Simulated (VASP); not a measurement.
# Zn (Im-3m) in VASP: a series of runs

The runs below take Zn through single point, with RPBE.

Everything below comes from runs of VASP 6.6.1. Logs are shortened: lines on timing, memory, paths and dates and some standing lists are left out, and cuts for length are marked.

### 1 The cell of the first run

Symmetry: Im-3m, No. 229, cubic system. Conventional cell: a = 3.182 Å, b = 3.182 Å, c = 3.182 Å, α = 90.00°, β = 90.00°, γ = 90.00°. Zn (site symmetry m-3m) has 14 Zn at 2.76 to 3.18 Å within 3.6 Å.

This isn't the form of Zn at room conditions, which is hcp.

### 2 Single point, RPBE

File INCAR:

```
PREC = Accurate
ENCUT = 520
EDIFF = 1E-7
ISMEAR = -1
SIGMA = 0.1
LREAL = False
LASPH = True
NELM = 60
ALGO = Normal
ISIF = 2
LWAVE = False
LCHARG = False
GGA = RP
NBANDS = 12
```

File KPOINTS:

```
Automatic mesh
0
Gamma
  14 14 14
```

File POSCAR:

```
Zn
1.0
   -1.5911000635      1.5911000635      1.5911000635
    1.5911000635     -1.5911000635      1.5911000635
    1.5911000635      1.5911000635     -1.5911000635
Zn
1
Direct
    0.0000000000      0.0000000000      0.0000000000
```

Potentials or basis: VASP PAW PBE potentials, release 64 (Zn).

Started as:

```
> cat potpaw_PBE.64/Zn/POTCAR > POTCAR
> mpirun -np 1 vasp_std > vasp.out
```

OUTCAR:

```text
PREC = Accurate
   ENCUT = 520
   EDIFF = 1E-7
   ISMEAR = -1
   LREAL = False
   LASPH = True
   NELM = 60
   ISIF = 2
   GGA = RP

 ion  position               nearest neighbor table
   1  0.000  0.000  0.000-

  LATTYP: Found a body centered cubic cell.
 ALAT       =     3.1822001270

  Lattice vectors:

 A1 = (  -1.5911000635,   1.5911000635,   1.5911000635)
 A2 = (   1.5911000635,  -1.5911000635,   1.5911000635)
 A3 = (   1.5911000635,   1.5911000635,  -1.5911000635)

Analysis of symmetry for initial positions (statically):
=====================================================================
 Subroutine PRICEL returns:
 Original cell was already a primitive cell.

 Routine SETGRP: Setting up the symmetry group for a
 body centered cubic supercell.

 Subroutine GETGRP returns: Found 48 space group operations
 (whereof 48 operations were pure point group operations)
 out of a pool of 48 trial point group operations.

The static configuration has the point symmetry O_h .

Analysis of symmetry for dynamics (positions and initial velocities):
=====================================================================
 Subroutine PRICEL returns:
 Original cell was already a primitive cell.

 Routine SETGRP: Setting up the symmetry group for a
 body centered cubic supercell.

 Subroutine GETGRP returns: Found 48 space group operations
 (whereof 48 operations were pure point group operations)
 out of a pool of 48 trial point group operations.

The dynamic configuration has the point symmetry O_h .

 Subroutine INISYM returns: Found 48 space group operations
 (whereof 48 operations are pure point group operations),
 and found     1 'primitive' translations

----------------------------------------------------------------------------------------

                                     Primitive cell

  volume of cell :      16.1121

  direct lattice vectors                    reciprocal lattice vectors
    -1.591100064  1.591100064  1.591100064     0.000000000  0.314247992  0.314247992
     1.591100064 -1.591100064  1.591100064     0.314247992  0.000000000  0.314247992
     1.591100064  1.591100064 -1.591100064     0.314247992  0.314247992  0.000000000

  length of vectors
     2.755866150  2.755866150  2.755866150     0.444413772  0.444413772  0.444413772

  position of ions in fractional coordinates (direct lattice)
     0.000000000  0.000000000  0.000000000

  ion indices of the primitive-cell ions
   primitive index   ion index
                 1           1

----------------------------------------------------------------------------------------

 KPOINTS: Automatic mesh

Automatic generation of k-mesh.
 Grid dimensions read from file:
 generate k-points for:   14   14   14

 Generating k-lattice:

  Cartesian coordinates                     Fractional coordinates (reciprocal lattice)
     0.000000000  0.022446285  0.022446285     0.071428571  0.000000000  0.000000000
     0.022446285  0.000000000  0.022446285     0.000000000  0.071428571  0.000000000
     0.022446285  0.022446285  0.000000000     0.000000000  0.000000000  0.071428571

  Length of vectors
     0.031743841  0.031743841  0.031743841

  Shift w.r.t. Gamma in fractional coordinates (k-lattice)
     0.000000000  0.000000000  0.000000000

 Subroutine IBZKPT returns following result:
 ===========================================

 Found    104 irreducible k-points:

 Following reciprocal coordinates:
            Coordinates               Weight
  0.000000  0.000000  0.000000      1.000000
  0.071429  0.000000  0.000000     12.000000
  0.142857  0.000000  0.000000     12.000000
  0.214286  0.000000  0.000000     12.000000
  0.285714  0.000000  0.000000     12.000000
  0.357143  0.000000  0.000000     12.000000
[... 16 lines left out ...]
  0.285714  0.285714  0.000000     24.000000
  0.357143  0.285714  0.000000     24.000000
 [... further k-points ...]
   k-points           NKPTS =    104   k-points in BZ     NKDIM =    104   number of bands    NBANDS=     12
   number of dos      NEDOS =    301   number of ions     NIONS =      1
   total plane-waves  NPLWV =   8000
   dimension x,y,z NGX =    20 NGY =   20 NGZ =   20
   dimension x,y,z NGXF=    40 NGYF=   40 NGZF=   40
   ions per type =               1
   NGX,Y,Z   is equivalent  to a cutoff of  12.06, 12.06, 12.06 a.u.
   NGXF,Y,Z  is equivalent  to a cutoff of  24.13, 24.13, 24.13 a.u.
 SYSTEM =  unknown system
   PREC   = accura    normal or accurate (medium, high low for compatibility)
   ISTART =      0    job   : 0-new  1-cont  2-samecut
   ICHARG =      2    charge: 1-file 2-atom 10-const
   ISPIN  =      1    spin polarized calculation?
   LNONCOLLINEAR =      F non collinear calculations
   LSORBIT =      F    spin-orbit coupling
   LASPH  =      T    aspherical Exc in radial PAW
   ENCUT  =  520.0 eV  38.22 Ry    6.18 a.u.   5.12  5.12  5.12*2*pi/ulx,y,z
   NELM   =     60;   NELMIN=  2; NELMDL= -5     # of ELM steps
   EDIFF  = 0.1E-06   stopping-criterion for ELM
   LREAL  =      F    real-space projection
   EDIFFG = 0.1E-05   stopping-criterion for IOM
   NSW    =      0    number of steps for IOM
   IBRION =     -1    ionic relax: 0-MD 1-quasi-New 2-CG
   NFREE  =      0    steps in history (QN), initial steepest desc. (CG)
   ISIF   =      2    stress and relaxation
   ISYM   =      2    0-nonsym 1-usesym 2-fastsym
   POTIM  = 0.5000    time-step for ionic-motion
   TEBEG  =    0.0;   TEEND  =   0.0 temperature during run
   PSTRESS=    0.0 pullay stress
   NELECT =      12.0000    total number of electrons
   NUPDOWN=      -1.0000    fix difference up-down
   EMIN   =  10.00;   EMAX   =-10.00  energy-range for DOS
   EFERMI =   0.00;   METHOD = LEGACY
   ISMEAR =    -1;   SIGMA  =   0.10  broadening in eV -4-tet -1-fermi 0-gaus
   EFERMI_NEDOS =   21; number of points for ismear=-14 and -15
   IALGO  =     38    algorithm
   IMIX   =      4    mixing-type and parameters
     AMIX     =   0.40;   BMIX     =  1.00
     AMIX_MAG =   1.60;   BMIX_MAG =  1.00
  volume/ion in A,a.u.               =      16.11       108.73
  Fermi-wavevector in a.u.,A,eV,Ry     =   1.483945  2.804249 29.961284  2.202092
  Thomas-Fermi vector in A             =   2.597543
   LORBIT       =      0    0 simple, 1 ext, 2 COOP (PROOUT), +10 PAW based schemes
   GGA     = RP    functional components
   LHFCALC =     F    Hartree Fock is set to
   AEXX    =    0.0000 exact exchange contribution
   IVDW    =     0    specifies the selected vdW correction
   LEPSILON=     F    determine dielectric tensor
   LRPA    =     F    only Hartree local field effects (RPA)
 non-spin polarized calculation
  energy-cutoff  :      520.00
  volume of cell :       16.11
 maximum number of plane-waves:       466
   NGX = 11   NGY = 11   NGZ = 11

 number of electron      11.9999987 magnetization

 Free energy of the ion-electron system (eV)
  ---------------------------------------------------
  ext. energy  EPLUGINS =         0.00000000
  ---------------------------------------------------
  free energy    TOTEN  =        -0.66996145 eV

  energy without entropy =       -0.65810763  energy(sigma->0) =       -0.66403454

 E-fermi :   2.9333     XC(G=0): -11.1350

 val. band max:        2.9074504839   @ k =  -0.4286   0.4286   0.3571
 cond. band min:       2.9442676334   @ k =   0.3571   0.2857   0.0000
 fundamental gap:      0.0368171495
 Fermi energy:         2.9332783129

 k-point     1 :       0.0000    0.0000    0.0000
  band No.  band energies     occupation
      1      -7.0548      2.00000
      2      -4.6921      2.00000
      3      -4.6921      2.00000
      4      -4.6921      2.00000
      5      -4.2338      2.00000
      6      -4.2338      2.00000
      7      21.3449      0.00000
      8      21.3449      0.00000
      9      21.3449      0.00000
     10      23.2200      0.00000
     11      23.2200      0.00000
     12      23.2200      0.00000

 k-point     2 :       0.0714    0.0000    0.0000
  band No.  band energies     occupation
      1      -6.8987      2.00000
      2      -4.7058      2.00000
      3      -4.6885      2.00000
      4      -4.6573      2.00000
      5      -4.2466      2.00000
      6      -4.2330      2.00000
      7      19.2809      0.00000
      8      20.2769      0.00000
      9      20.6979      0.00000
     10      21.9895      0.00000
     11      22.1072      0.00000
     12      22.9339      0.00000

 k-point     3 :       0.1429    0.0000    0.0000
  band No.  band energies     occupation
      1      -6.4438      2.00000
      2      -4.7441      2.00000
      3      -4.6718      2.00000
      4      -4.5583      2.00000
      5      -4.2747      2.00000
      6      -4.2303      2.00000
      7      15.7946      0.00000
      8      18.5879      0.00000
      9      19.3044      0.00000
     10      20.7795      0.00000
     11      21.1317      0.00000
     12      23.2675      0.00000
[... 286 lines left out ...]
 k-point    23 :       0.2857    0.2857    0.0000
  band No.  band energies     occupation
      1      -5.0104      2.00000
      2      -4.7762      2.00000
      3      -4.5471      2.00000
      4      -4.2486      2.00000
      5      -4.1513      2.00000
      6       1.0619      2.00000
      7       5.3178      0.00000
      8       5.5613      0.00000
      9      13.7913      0.00000
     10      22.6339      0.00000
     11      23.3200      0.00000
     12      26.9829      0.00000

 k-point    24 :       0.3571    0.2857    0.0000
  band No.  band energies     occupation
      1      -5.0075      2.00000
      2      -4.7444      2.00000
      3      -4.5832      2.00000
      4      -4.2225      2.00000
      5      -4.1657      2.00000
      6       2.9443      0.94511
      7       3.2709      0.06612
      8       5.2742      0.00000
      9      13.6561      0.00000
     10      22.7818      0.00000
     11      24.5105      0.00000
     12      25.2618      0.00000

 [... further k-points ...]

------------------------ aborting loop because EDIFF is reached ----------------------------------------

  FORCE on cell =-STRESS in cart. coord.  units (eV):
  Direction    XX          YY          ZZ          XY          YZ          ZX
  --------------------------------------------------------------------------------------
  -------------------------------------------------------------------------------------
  Total        0.0193533      0.0193533      0.0193533     -0.0000000      0.0000000     -0.0000000
  in kB        1.9244796      1.9244796      1.9244796     -0.0000000      0.0000000     -0.0000000
  external PRESSURE =       1.9244796 kB  Pullay stress =       0.0000000 kB

 VOLUME and BASIS-vectors are now :
 -----------------------------------------------------------------------------
  energy-cutoff  :      520.00
  volume of cell :       16.11
      direct lattice vectors                 reciprocal lattice vectors
    -1.591100064  1.591100064  1.591100064     0.000000000  0.314247992  0.314247992
     1.591100064 -1.591100064  1.591100064     0.314247992  0.000000000  0.314247992
     1.591100064  1.591100064 -1.591100064     0.314247992  0.314247992  0.000000000

 POSITION                                       TOTAL-FORCE (eV/Angst)
 -----------------------------------------------------------------------------------
      0.00000      0.00000      0.00000         0.000000      0.000000     -0.000000
 -----------------------------------------------------------------------------------
    total drift:                                0.000000     -0.000000      0.000000

  FREE ENERGIE OF THE ION-ELECTRON SYSTEM (eV)
  ---------------------------------------------------
  free  energy   TOTEN  =        -0.6699614511 eV

  energy  without entropy=       -0.6581076303  energy(sigma->0) =       -0.66403454
```

Run time: 10 s. Hardware: 1 thread of Intel Xeon Platinum 8488C (Sapphire Rapids), shared host; peak memory 0.13 GiB.

Results:

```
Free energy            : -0.6700 eV
Pressure               : 0.2 GPa
Band gap on the k mesh : zero (bands 6 and 7 overlap by 5.17 eV)
```

Levels at points of the mesh, in eV from the Fermi level:
| k point | band 2 | band 3 | band 4 | band 5 | band 6 | band 7 | band 8 | band 9 | band 10 | band 11 |
| --- | --- | --- | --- | --- | --- | --- | --- | --- | --- | --- |
| (0.00, 0.00, 0.00) | -7.63 | -7.63 | -7.63 | -7.17 | -7.17 | 18.41 | 18.41 | 18.41 | 20.29 | 20.29 |
| (0.50, 0.00, 0.00) | -7.90 | -7.19 | -7.14 | -6.86 | -2.48 | -1.02 | 11.01 | 12.39 | 14.88 | 16.19 |
| (0.50, 0.50, 0.50) | -8.13 | -6.93 | -6.93 | -6.93 | 4.14 | 4.14 | 4.14 | 7.09 | 8.32 | 8.32 |

Caveat: the PAW data sets were made with another functional, which shifts forces and pressure a little.

### 3 Single point, RPBE (14.18 Å³/atom)

This run uses another cell than the first one, of 14.18 Å³/atom.

File INCAR:

```
SYSTEM = Zn
  ALGO = Normal
  EDIFF = 1E-6
  ENCUT = 520
  GGA = RP
  ISIF = 2
  ISMEAR = -1
  LASPH = .True.
  LCHARG = .False.
  LREAL = .False.
  LWAVE = .False.
  NBANDS = 12
  NELM = 100
  PREC = Accurate
  SIGMA = 0.1
```

File KPOINTS:

```
k-points
0
Gamma
  16 16 16
  0 0 0
```

File POSCAR:

```
Zn
1.0
   -1.5247256877      1.5247256877      1.5247256877
    1.5247256877     -1.5247256877      1.5247256877
    1.5247256877      1.5247256877     -1.5247256877
Zn
1
Direct
    0.0000000000      0.0000000000      0.0000000000
```

Potentials or basis: VASP PAW PBE potentials, release 64 (Zn).

Started as:

```
> cat potpaw_PBE.64/Zn/POTCAR > POTCAR
> mpirun -np 1 vasp_std > vasp.out
```

Wall time 9.8 s (1 thread of Intel Xeon Platinum 8488C (Sapphire Rapids), shared host); peak memory 0.14 GiB.

Results (log left out):

```yaml
Free_energy: -0.6161 eV
Pressure: 10.5 GPa
Band_gap_on_the_k_mesh: zero (bands 6 and 7 overlap by 5.16 eV)
```

Levels at points of the mesh, in eV from the Fermi level:
```csv
k point,band 3,band 4,band 5,band 6,band 7,band 8,band 9,band 10
"(0.00, 0.00, 0.00)",-8.12,-8.12,-7.55,-7.55,20.43,20.43,20.43,21.28
"(0.50, 0.00, 0.00)",-7.58,-7.51,-7.16,-3.14,-0.92,11.95,13.14,15.84
"(0.50, 0.50, 0.50)",-7.25,-7.25,-7.25,4.24,4.24,4.24,8.50,8.68
```

Caveat: the cell stands under pressure; the PAW data sets were made with another functional, which shifts forces and pressure a little.
